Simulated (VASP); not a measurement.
# ZnO (P6_3/mmc) in VASP: single point with LDA

Aim: the single point of ZnO with LDA.

Everything below comes from runs of VASP 6.6.1. Logs are shortened: lines on timing, memory, paths and dates and some standing lists are left out, and cuts for length are marked.

## Step 1: The cell of the first run

It takes space group P6_3/mmc (No. 194, hexagonal). The conventional cell has a = 3.288 Å, b = 3.288 Å, c = 7.130 Å, α = 90.00°, β = 90.00°, γ = 120.00°. Within 2.5 Å of Zn (site symmetry -6m2) lie 3 O at 1.90 Å. Within 2.5 Å of O (site symmetry -6m2) lie 3 Zn at 1.90 Å.

## Step 2: Single point, LDA

Input file INCAR:

```
SYSTEM = ZnO
PREC = Accurate
ENCUT = 600
EDIFF = 1E-6
ISMEAR = -1
SIGMA = 0.01
LREAL = .FALSE.
LASPH = .TRUE.
NELM = 120
ALGO = Normal
ISIF = 2
LWAVE = .FALSE.
LCHARG = .FALSE.
NBANDS = 26
GGA_COMPAT = .FALSE.
```

Input file KPOINTS:

```
regular mesh
0
G
  2 2 2
  0 0 0
```

Input file POSCAR:

```
ZnO
1.0
    3.2879670000      0.0000000000      0.0000000000
   -1.6439840000      2.8474630000      0.0000000000
    0.0000000000      0.0000000000      7.1304410000
Zn O
2 2
Direct
    0.0000000000      0.0000000000      0.7500000000
    0.0000000000      0.0000000000      0.2500000000
    0.3333333333      0.6666666667      0.2500000000
    0.6666666667      0.3333333333      0.7500000000
```

Potentials or basis: VASP PAW LDA potentials, release 64 (Zn, O).

Launch:

```
$ cat potpaw_LDA.64/Zn/POTCAR potpaw_LDA.64/O/POTCAR > POTCAR
$ mpirun -np 1 vasp_std > vasp.out
```

OUTCAR:

```text
SYSTEM = ZnO
   PREC = Accurate
   ENCUT = 600
   EDIFF = 1E-6
   ISMEAR = -1
   LREAL = .FALSE.
   LASPH = .TRUE.
   NELM = 120
   ISIF = 2

 ion  position               nearest neighbor table
   1  0.000  0.000  0.750-   4 1.90   4 1.90   4 1.90
   2  0.000  0.000  0.250-   3 1.90   3 1.90   3 1.90
   3  0.333  0.667  0.250-   2 1.90   2 1.90   2 1.90
   4  0.667  0.333  0.750-   1 1.90   1 1.90   1 1.90

  LATTYP: Found a hexagonal cell.
 ALAT       =     3.2879670000
 C/A-ratio  =     2.1686473739

  Lattice vectors:

 A1 = (   3.2879670000,   0.0000000000,   0.0000000000)
 A2 = (  -1.6439840000,   2.8474630000,   0.0000000000)
 A3 = (   0.0000000000,   0.0000000000,   7.1304410000)

Analysis of symmetry for initial positions (statically):
=====================================================================
 Subroutine PRICEL returns:
 Original cell was already a primitive cell.

 Routine SETGRP: Setting up the symmetry group for a
 hexagonal supercell.

 Subroutine GETGRP returns: Found 24 space group operations
 (whereof 12 operations were pure point group operations)
 out of a pool of 24 trial point group operations.

The static configuration has the point symmetry D_3d.
 The point group associated with its full space group is D_6h.

Analysis of symmetry for dynamics (positions and initial velocities):
=====================================================================
 Subroutine PRICEL returns:
 Original cell was already a primitive cell.

 Routine SETGRP: Setting up the symmetry group for a
 hexagonal supercell.

 Subroutine GETGRP returns: Found 24 space group operations
 (whereof 12 operations were pure point group operations)
 out of a pool of 24 trial point group operations.

The dynamic configuration has the point symmetry D_3d.
 The point group associated with its full space group is D_6h.

 Subroutine INISYM returns: Found 24 space group operations
 (whereof 12 operations are pure point group operations),
 and found     1 'primitive' translations

----------------------------------------------------------------------------------------

                                     Primitive cell

  volume of cell :      66.7578

  direct lattice vectors                    reciprocal lattice vectors
     3.287967000  0.000000000  0.000000000     0.304139306  0.175594960  0.000000000
    -1.643984000  2.847463000  0.000000000     0.000000000  0.351189814  0.000000000
     0.000000000  0.000000000  7.130441000     0.000000000  0.000000000  0.140243780

  length of vectors
     3.287967000  3.287967294  7.130441000     0.351189845  0.351189814  0.140243780

  position of ions in fractional coordinates (direct lattice)
     0.000000000  0.000000000  0.750000000
     0.000000000  0.000000000  0.250000000
     0.333333333  0.666666667  0.250000000
     0.666666667  0.333333333  0.750000000

  ion indices of the primitive-cell ions
   primitive index   ion index
                 1           1
                 2           2
                 3           3
                 4           4

----------------------------------------------------------------------------------------

 KPOINTS: regular mesh

Automatic generation of k-mesh.
 Grid dimensions read from file:
 generate k-points for:    2    2    2

 Generating k-lattice:

  Cartesian coordinates                     Fractional coordinates (reciprocal lattice)
     0.152069653  0.087797480  0.000000000     0.500000000  0.000000000  0.000000000
     0.000000000  0.175594907  0.000000000     0.000000000  0.500000000  0.000000000
     0.000000000  0.000000000  0.070121890     0.000000000  0.000000000  0.500000000

  Length of vectors
     0.175594922  0.175594907  0.070121890

  Shift w.r.t. Gamma in fractional coordinates (k-lattice)
     0.000000000  0.000000000  0.000000000

 Subroutine IBZKPT returns following result:
 ===========================================

 Found      4 irreducible k-points:

 Following reciprocal coordinates:
            Coordinates               Weight
  0.000000  0.000000  0.000000      1.000000
  0.500000  0.000000  0.000000      3.000000
  0.000000  0.000000  0.500000      1.000000
  0.500000  0.000000  0.500000      3.000000
   k-points           NKPTS =      4   k-points in BZ     NKDIM =      4   number of bands    NBANDS=     26
   number of dos      NEDOS =    301   number of ions     NIONS =      4
   total plane-waves  NPLWV =  47040
   dimension x,y,z NGX =    28 NGY =   28 NGZ =   60
   dimension x,y,z NGXF=    56 NGYF=   56 NGZF=  120
   ions per type =               2   2
   NGX,Y,Z   is equivalent  to a cutoff of  14.16, 14.16, 13.99 a.u.
   NGXF,Y,Z  is equivalent  to a cutoff of  28.31, 28.31, 27.98 a.u.
 SYSTEM =  ZnO
   PREC   = accura    normal or accurate (medium, high low for compatibility)
   ISTART =      0    job   : 0-new  1-cont  2-samecut
   ICHARG =      2    charge: 1-file 2-atom 10-const
   ISPIN  =      1    spin polarized calculation?
   LNONCOLLINEAR =      F non collinear calculations
   LSORBIT =      F    spin-orbit coupling
   LASPH  =      T    aspherical Exc in radial PAW
   ENCUT  =  600.0 eV  44.10 Ry    6.64 a.u.   6.57  6.57 14.24*2*pi/ulx,y,z
   NELM   =    120;   NELMIN=  2; NELMDL= -5     # of ELM steps
   EDIFF  = 0.1E-05   stopping-criterion for ELM
   LREAL  =      F    real-space projection
   EDIFFG = 0.1E-04   stopping-criterion for IOM
   NSW    =      0    number of steps for IOM
   IBRION =     -1    ionic relax: 0-MD 1-quasi-New 2-CG
   NFREE  =      0    steps in history (QN), initial steepest desc. (CG)
   ISIF   =      2    stress and relaxation
   ISYM   =      2    0-nonsym 1-usesym 2-fastsym
   POTIM  = 0.5000    time-step for ionic-motion
   TEBEG  =    0.0;   TEEND  =   0.0 temperature during run
   PSTRESS=    0.0 pullay stress
   NELECT =      36.0000    total number of electrons
   NUPDOWN=      -1.0000    fix difference up-down
   EMIN   =  10.00;   EMAX   =-10.00  energy-range for DOS
   EFERMI =   0.00;   METHOD = LEGACY
   ISMEAR =    -1;   SIGMA  =   0.01  broadening in eV -4-tet -1-fermi 0-gaus
   EFERMI_NEDOS =   21; number of points for ismear=-14 and -15
   IALGO  =     38    algorithm
   IMIX   =      4    mixing-type and parameters
     AMIX     =   0.40;   BMIX     =  1.00
     AMIX_MAG =   1.60;   BMIX_MAG =  1.00
  volume/ion in A,a.u.               =      16.69       112.63
  Fermi-wavevector in a.u.,A,eV,Ry     =   1.332524  2.518105 24.158778  1.775620
  Thomas-Fermi vector in A             =   2.461452
   LORBIT       =      0    0 simple, 1 ext, 2 COOP (PROOUT), +10 PAW based schemes
   GGA     = CA    functional components
   LHFCALC =     F    Hartree Fock is set to
   AEXX    =    0.0000 exact exchange contribution
   IVDW    =     0    specifies the selected vdW correction
   LEPSILON=     F    determine dielectric tensor
   LRPA    =     F    only Hartree local field effects (RPA)
 non-spin polarized calculation
  energy-cutoff  :      600.00
  volume of cell :       66.76
 maximum number of plane-waves:      2285
 NGX is ok and might be reduce to    28
   NGX = 13   NGY = 13   NGZ = 29

 number of electron      35.9999984 magnetization

 Free energy of the ion-electron system (eV)
  ---------------------------------------------------
  ext. energy  EPLUGINS =         0.00000000
  ---------------------------------------------------
  free energy    TOTEN  =       -18.62615169 eV

  energy without entropy =      -18.62615169  energy(sigma->0) =      -18.62615169

 E-fermi :  -0.5625     XC(G=0):  -9.4809

 val. band max:       -0.8717208459   @ k =   0.0000   0.0000   0.0000
 cond. band min:      -0.3272696490   @ k =   0.0000   0.0000   0.0000
 fundamental gap:      0.5444511969
 Fermi energy:        -0.5624812864

 k-point     1 :       0.0000    0.0000    0.0000
  band No.  band energies     occupation
      1     -17.9475      2.00000
      2     -17.8552      2.00000
      3      -7.2198      2.00000
      4      -7.2198      2.00000
      5      -7.2054      2.00000
      6      -7.2054      2.00000
      7      -6.2065      2.00000
      8      -5.9991      2.00000
      9      -5.9991      2.00000
     10      -5.9612      2.00000
     11      -5.9612      2.00000
     12      -5.8793      2.00000
     13      -4.1533      2.00000
     14      -2.5602      2.00000
     15      -0.8803      2.00000
     16      -0.8803      2.00000
     17      -0.8717      2.00000
     18      -0.8717      2.00000
     19      -0.3273      0.00000
     20       2.2341      0.00000
     21       4.0782      0.00000
     22       9.7225      0.00000
     23       9.7702      0.00000
     24      11.5386      0.00000
     25      11.5386      0.00000
     26      12.3290      0.00000

 k-point     2 :       0.5000    0.0000    0.0000
  band No.  band energies     occupation
      1     -17.3827      2.00000
      2     -17.3621      2.00000
      3      -6.9789      2.00000
      4      -6.9631      2.00000
      5      -6.5396      2.00000
      6      -6.3763      2.00000
      7      -6.3405      2.00000
      8      -6.3351      2.00000
      9      -6.0443      2.00000
     10      -5.9967      2.00000
     11      -5.8510      2.00000
     12      -5.7545      2.00000
     13      -5.0867      2.00000
     14      -4.5992      2.00000
     15      -2.7737      2.00000
     16      -2.6776      2.00000
     17      -1.7586      2.00000
     18      -1.7437      2.00000
     19       3.6160      0.00000
     20       4.3698      0.00000
     21       4.9861      0.00000
     22       7.5958      0.00000
     23       7.6648      0.00000
     24       7.6953      0.00000
     25      10.4088      0.00000
     26      12.9557      0.00000

 k-point     3 :       0.0000    0.0000    0.5000
  band No.  band energies     occupation
      1     -17.9017      2.00000
      2     -17.9017      2.00000
      3      -7.2126      2.00000
      4      -7.2126      2.00000
      5      -7.2126      2.00000
      6      -7.2126      2.00000
      7      -6.0692      2.00000
      8      -6.0692      2.00000
      9      -5.9802      2.00000
     10      -5.9802      2.00000
     11      -5.9802      2.00000
     12      -5.9802      2.00000
     13      -3.4674      2.00000
     14      -3.4674      2.00000
     15      -0.8758      2.00000
     16      -0.8758      2.00000
     17      -0.8758      2.00000
     18      -0.8758      2.00000
     19       0.8464      0.00000
     20       0.8464      0.00000
     21       6.0802      0.00000
     22       6.0802      0.00000
     23      11.8802      0.00000
     24      11.8802      0.00000
     25      11.8802      0.00000
     26      11.8802      0.00000

 k-point     4 :       0.5000    0.0000    0.5000
  band No.  band energies     occupation
      1     -17.3724      2.00000
      2     -17.3724      2.00000
      3      -6.9756      2.00000
      4      -6.9756      2.00000
      5      -6.4570      2.00000
      6      -6.4570      2.00000
      7      -6.3381      2.00000
      8      -6.3381      2.00000
      9      -6.0205      2.00000
     10      -6.0205      2.00000
     11      -5.7908      2.00000
     12      -5.7908      2.00000
     13      -4.8780      2.00000
     14      -4.8780      2.00000
     15      -2.7257      2.00000
     16      -2.7257      2.00000
     17      -1.7116      2.00000
     18      -1.7116      2.00000
     19       3.7918      0.00000
     20       3.7918      0.00000
     21       6.4412      0.00000
     22       6.4412      0.00000
     23       7.6682      0.00000
     24       7.6682      0.00000
     25      10.6855      0.00000
     26      10.6855      0.00000

------------------------ aborting loop because EDIFF is reached ----------------------------------------

  FORCE on cell =-STRESS in cart. coord.  units (eV):
  Direction    XX          YY          ZZ          XY          YZ          ZX
  --------------------------------------------------------------------------------------
  -------------------------------------------------------------------------------------
  Total       -3.5499412     -3.5499414     -0.9817682      0.0000006      0.0000000      0.0000000
  in kB      -85.1980817    -85.1980848    -23.5622952      0.0000150      0.0000000      0.0000000
  external PRESSURE =     -64.6528206 kB  Pullay stress =       0.0000000 kB

 VOLUME and BASIS-vectors are now :
 -----------------------------------------------------------------------------
  energy-cutoff  :      600.00
  volume of cell :       66.76
      direct lattice vectors                 reciprocal lattice vectors
     3.287967000  0.000000000  0.000000000     0.304139306  0.175594960  0.000000000
    -1.643984000  2.847463000  0.000000000     0.000000000  0.351189814  0.000000000
     0.000000000  0.000000000  7.130441000     0.000000000  0.000000000  0.140243780

 POSITION                                       TOTAL-FORCE (eV/Angst)
 -----------------------------------------------------------------------------------
      0.00000      0.00000      5.34783        -0.000000      0.000000      0.000000
      0.00000      0.00000      1.78261         0.000000     -0.000000      0.000000
     -0.00000      1.89831      1.78261         0.000000     -0.000000     -0.000000
      1.64398      0.94915      5.34783        -0.000000      0.000000      0.000000
 -----------------------------------------------------------------------------------
    total drift:                                0.000000     -0.000000      0.000000

  FREE ENERGIE OF THE ION-ELECTRON SYSTEM (eV)
  ---------------------------------------------------
  free  energy   TOTEN  =       -18.6261516863 eV

  energy  without entropy=      -18.6261516862  energy(sigma->0) =      -18.62615169
```

It took 12 s on 1 thread of AMD EPYC 7R43 (Zen 3), shared host; peak memory 0.13 GiB.

What came out:

```yaml
Free_energy: -18.6262 eV
Pressure: -6.5 GPa
Band_gap_on_the_k_mesh: 0.54 eV, direct
```

Levels at points of the mesh, in eV from the valence-band top:
```csv
k point,band 16,band 17,band 18,band 19,band 20,band 21
"(0.00, 0.00, 0.00)",-0.01,0.00,0.00,0.54,3.11,4.95
"(0.50, 0.00, 0.00)",-1.81,-0.89,-0.87,4.49,5.24,5.86
"(0.00, 0.00, 0.50)",0.00,0.00,0.00,1.72,1.72,6.95
"(0.50, 0.00, 0.50)",-1.85,-0.84,-0.84,4.66,4.66,7.31
```

Caveat: the k points lie up to 1.10 Å⁻¹ apart. Expect the measured gap to be larger: semilocal functionals such as LDA lack the derivative discontinuity.
